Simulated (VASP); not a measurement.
# Ta (P1) in VASP: single point with PBEsol

Aim: the single point of Ta with PBEsol.

All numbers are computed with VASP 6.6.1; they aren't measurements. Logs are shortened: lines on timing, memory, paths and dates and some standing lists are left out, and cuts for length are marked.

## Step 1: The cell of the first run

The typed cell holds 4 atoms: a = 4.741 Å, b = 4.643 Å, c = 4.613 Å, α = 60.96°, β = 60.79°, γ = 59.63°.

## Step 2: Single point, PBEsol (atoms moved at random and the cell strained at random)

INCAR

```
SYSTEM = Ta
  ALGO = Fast
  EDIFF = 1E-6
  ENCUT = 520
  GGA = PS
  ISIF = 2
  ISMEAR = 0
  LASPH = .TRUE.
  LCHARG = .FALSE.
  LREAL = .FALSE.
  LWAVE = .FALSE.
  NBANDS = 30
  NELM = 80
  PREC = Accurate
  SIGMA = 0.15
```

KPOINTS

```
k-points
0
G
  10 10 10
  0 0 0
```

POSCAR

```
Ta
1.0
   -0.0512249570     -3.3865295392      3.3181083850
    3.2268322501     -3.3378625669     -0.0025579846
    3.2403946867      0.0161204212      3.2830038492
Ta
4
Direct
    0.0100065553      0.0206066308     -0.0212947284
    0.2427371621      0.2290554196      0.2739798649
    0.5052500362      0.5048754455      0.4930461707
    0.7420062464      0.7454625040      0.7542686929
```

Potentials or basis: VASP PAW PBE potentials, release 64 (Ta_pv).

Launch:

```bash
$ cat potpaw_PBE.64/Ta_pv/POTCAR > POTCAR
$ mpirun -np 1 vasp_std > vasp.out
```

OUTCAR:

```text
SYSTEM = Ta
   EDIFF = 1E-6
   ENCUT = 520
   GGA = PS
   ISIF = 2
   ISMEAR = 0
   LASPH = .TRUE.
   LREAL = .FALSE.
   NELM = 80
   PREC = Accurate

 ion  position               nearest neighbor table
   1  0.010  0.021  0.979-   2 2.69   4 2.75   2 2.80   4 2.84   4 2.92   4 2.97   2 2.98   2 3.01
                             3 3.26   3 3.26   3 3.27   3 3.30   3 3.33   3 3.44
   2  0.243  0.229  0.274-   1 2.69   3 2.75   1 2.80   3 2.86   3 2.88   1 2.98   3 2.99   1 3.01
                             4 3.24   4 3.25   4 3.27   4 3.32   4 3.37   4 3.42
   3  0.505  0.505  0.493-   2 2.75   4 2.80   4 2.82   2 2.86   2 2.88   4 2.89   4 2.96   2 2.99
                             1 3.26   1 3.26   1 3.27   1 3.30   1 3.33   1 3.44
   4  0.742  0.745  0.754-   1 2.75   3 2.80   3 2.82   1 2.84   3 2.89   1 2.92   3 2.96   1 2.97
                             2 3.24   2 3.25   2 3.27   2 3.32   2 3.37   2 3.42

  Warning from LATTYP: Got some problem with cell dimensions!
  Tried to take original basis but could not verify dimensions!
  LATTYP: Found a triclinic cell.
 ALAT       =     4.6663532512
 B/A-ratio  =     1.4152074359
 C/A-ratio  =     0.9949107067
 COS(alpha) =     0.0009715486
 COS(beta)  =     0.4811565213
 COS(gamma) =     0.7156567078

  Lattice vectors:

 A1 = (  -3.2780572071,  -0.0486669723,   3.3206663696)
 A2 = (  -0.0376625204,  -0.0325465511,   6.6036702188)
 A3 = (  -3.2268322501,   3.3378625669,   0.0025579846)

Analysis of symmetry for initial positions (statically):
=====================================================================
 Subroutine PRICEL returns:
 Original cell was already a primitive cell.

 Routine SETGRP: Setting up the symmetry group for a
 triclinic supercell.

 Subroutine GETGRP returns: Found  1 space group operations
 (whereof  1 operations were pure point group operations)
 out of a pool of  2 trial point group operations.

The static configuration has the point symmetry C_1 .

Analysis of symmetry for dynamics (positions and initial velocities):
=====================================================================
 Subroutine PRICEL returns:
 Original cell was already a primitive cell.

 Routine SETGRP: Setting up the symmetry group for a
 triclinic supercell.

 Subroutine GETGRP returns: Found  1 space group operations
 (whereof  1 operations were pure point group operations)
 out of a pool of  2 trial point group operations.

The dynamic configuration has the point symmetry C_1 .

 Subroutine INISYM returns: Found  1 space group operations
[... 101 lines left out ...]
   EDIFF  = 0.1E-05   stopping-criterion for ELM
   LREAL  =      F    real-space projection
   EDIFFG = 0.1E-04   stopping-criterion for IOM
   NSW    =      0    number of steps for IOM
   IBRION =     -1    ionic relax: 0-MD 1-quasi-New 2-CG
   NFREE  =      0    steps in history (QN), initial steepest desc. (CG)
   ISIF   =      2    stress and relaxation
   ISYM   =      2    0-nonsym 1-usesym 2-fastsym
   POTIM  = 0.5000    time-step for ionic-motion
   TEBEG  =    0.0;   TEEND  =   0.0 temperature during run
   PSTRESS=    0.0 pullay stress
   NELECT =      44.0000    total number of electrons
   NUPDOWN=      -1.0000    fix difference up-down
   EMIN   =  10.00;   EMAX   =-10.00  energy-range for DOS
   EFERMI =   0.00;   METHOD = LEGACY
   ISMEAR =     0;   SIGMA  =   0.15  broadening in eV -4-tet -1-fermi 0-gaus
   EFERMI_NEDOS =   21; number of points for ismear=-14 and -15
   IALGO  =     68    algorithm
   IMIX   =      4    mixing-type and parameters
     AMIX     =   0.40;   BMIX     =  1.00
     AMIX_MAG =   1.60;   BMIX_MAG =  1.00
  volume/ion in A,a.u.               =      18.13       122.36
  Fermi-wavevector in a.u.,A,eV,Ry     =   1.385884  2.618940 26.132349  1.920673
  Thomas-Fermi vector in A             =   2.510252
   LORBIT       =      0    0 simple, 1 ext, 2 COOP (PROOUT), +10 PAW based schemes
   GGA     = PS    functional components
   LHFCALC =     F    Hartree Fock is set to
   AEXX    =    0.0000 exact exchange contribution
   IVDW    =     0    specifies the selected vdW correction
   LEPSILON=     F    determine dielectric tensor
   LRPA    =     F    only Hartree local field effects (RPA)
 non-spin polarized calculation
 RMM-DIIS sequential band-by-band and
 Gauss-broadening in eV      SIGMA  =   0.15
  energy-cutoff  :      520.00
  volume of cell :       72.53
 maximum number of plane-waves:      1976
   NGX = 17   NGY = 17   NGZ = 17

 number of electron      43.9999999 magnetization

 Free energy of the ion-electron system (eV)
  ---------------------------------------------------
  ext. energy  EPLUGINS =         0.00000000
  ---------------------------------------------------
  free energy    TOTEN  =       -49.96784498 eV

  energy without entropy =      -49.91154411  energy(sigma->0) =      -49.93969455

 E-fermi :   5.3000     XC(G=0): -12.6855

 val. band max:        5.2991638189   @ k =  -0.4000   0.2000   0.5000
 cond. band min:       5.3013375583   @ k =   0.3000   0.2000   0.3000
 fundamental gap:      0.0021737393
 Fermi energy:         5.2999512939

 k-point     1 :       0.0000    0.0000    0.0000
  band No.  band energies     occupation
      1     -28.6805      2.00000
      2     -28.6323      2.00000
      3     -28.5697      2.00000
      4     -28.5560      2.00000
      5     -28.5194      2.00000
      6     -28.3602      2.00000
[... 781 lines left out ...]
     29       9.2327      0.00000
     30       9.4192      0.00000

 [... further k-points ...]

------------------------ aborting loop because EDIFF is reached ----------------------------------------

  FORCE on cell =-STRESS in cart. coord.  units (eV):
  Direction    XX          YY          ZZ          XY          YZ          ZX
  --------------------------------------------------------------------------------------
  -------------------------------------------------------------------------------------
  Total       -0.5042020     -2.7254681     -1.1489865     -0.5876944      0.3930985      0.4022401
  in kB      -11.1382834    -60.2080865    -25.3821627    -12.9827079      8.6839062      8.8858515
  external PRESSURE =     -32.2428442 kB  Pullay stress =       0.0000000 kB

 VOLUME and BASIS-vectors are now :
 -----------------------------------------------------------------------------
  energy-cutoff  :      520.00
  volume of cell :       72.53
      direct lattice vectors                 reciprocal lattice vectors
    -0.051224957 -3.386529539  3.318108385    -0.151091955 -0.146180885  0.149848763
     3.226832250 -3.337862567 -0.002557985     0.154033008 -0.150567707 -0.151294531
     3.240394687  0.016120421  3.283003849     0.152827569  0.147626653  0.153030145

 POSITION                                       TOTAL-FORCE (eV/Angst)
 -----------------------------------------------------------------------------------
      3.23737     -0.08689      3.24624         0.162631      1.542741      0.595921
      1.61449     -1.58218      1.70432        -0.207754     -1.467037     -0.759873
      3.20093     -3.38830      3.29386         0.003182      0.940501      0.228003
      4.81160     -4.98892      4.93642         0.041941     -1.016206     -0.064051
 -----------------------------------------------------------------------------------
    total drift:                                0.000004     -0.000021      0.000005

  FREE ENERGIE OF THE ION-ELECTRON SYSTEM (eV)
  ---------------------------------------------------
  free  energy   TOTEN  =       -49.9678449848 eV

  energy  without entropy=      -49.9115441144  energy(sigma->0) =      -49.93969455
```

OSZICAR:

```text
N       E                     dE             d eps       ncg     rms          rms(c)
DAV:   1     0.413929966657E+03    0.41393E+03   -0.24339E+04 30240   0.153E+03
DAV:   2    -0.355775507241E+02   -0.44951E+03   -0.43848E+03 33402   0.449E+02
DAV:   3    -0.517445049851E+02   -0.16167E+02   -0.15626E+02 38774   0.765E+01
DAV:   4    -0.520138790357E+02   -0.26937E+00   -0.26727E+00 36596   0.916E+00
DAV:   5    -0.520198583789E+02   -0.59793E-02   -0.59751E-02 37142   0.115E+00    0.275E+01
RMM:   6    -0.504306325341E+02    0.15892E+01   -0.16159E+00 30359   0.792E+00    0.133E+01
RMM:   7    -0.499600421822E+02    0.47059E+00   -0.20472E+00 32620   0.804E+00    0.725E-01
RMM:   8    -0.499660543715E+02   -0.60122E-02   -0.14855E-01 37575   0.207E+00    0.760E-01
RMM:   9    -0.499677431208E+02   -0.16887E-02   -0.34574E-02 40663   0.714E-01    0.285E-01
RMM:  10    -0.499677674708E+02   -0.24350E-04   -0.45581E-03 39580   0.337E-01    0.672E-02
RMM:  11    -0.499678267067E+02   -0.59236E-04   -0.11372E-03 41155   0.144E-01    0.407E-02
RMM:  12    -0.499678409057E+02   -0.14199E-04   -0.18525E-04 44246   0.640E-02    0.149E-02
RMM:  13    -0.499678436712E+02   -0.27654E-05   -0.33015E-05 40526   0.295E-02    0.559E-03
RMM:  14    -0.499678447852E+02   -0.11141E-05   -0.64155E-06 31169   0.139E-02    0.383E-03
RMM:  15    -0.499678449848E+02   -0.19957E-06   -0.13370E-06 24935   0.566E-03
   1 F= -.49967845E+02 E0= -.49939695E+02  d E =-.563009E-01
```

stdout:

```text
POSCAR found type information on POSCAR Ta
 POSCAR found :  1 types and       4 ions
 scaLAPACK will be used
 -----------------------------------------------------------------------------
|                                                                             |
|                                                                             |
|     You enforced a specific xc type in the INCAR file but a different       |
|     I HOPE YOU KNOW WHAT YOU ARE DOING!                                     |
|                                                                             |
 -----------------------------------------------------------------------------

 LDA part: xc-table for (Slater+PW92), standard interpolation
 POSCAR, INCAR and KPOINTS ok, starting setup
 FFT: planning ... GRIDC
 FFT: planning ... GRID_SOFT
 FFT: planning ... GRID
 WAVECAR not read
 entering main loop
```

It took 9.5 min on 1 thread of Intel Xeon 6975P-C (Granite Rapids), shared host; peak memory 0.82 GiB.

What came out:

* Free energy: -49.9678 eV
* Pressure: -3.2 GPa
* Largest force: 1.665 eV/Å
* Band gap on the k mesh: zero (bands 22 and 23 overlap by 2.30 eV)

Forces in eV/Å, atoms in the order of the input:
```
Ta   0.163  1.543  0.596
Ta  -0.208 -1.467 -0.760
Ta   0.003  0.941  0.228
Ta   0.042 -1.016 -0.064
```

Stress tensor (GPa, compression positive):
```
-1.11 -1.30  0.89
-1.30 -6.02  0.87
 0.89  0.87 -2.54
```

Caveat: the cell differs from its parent crystal (atoms moved at random and the cell strained at random); the cell stands under tension; the PAW data sets were made with another functional, which shifts forces and pressure a little; spin-orbit coupling is left out, which moves the levels of the heavy elements.
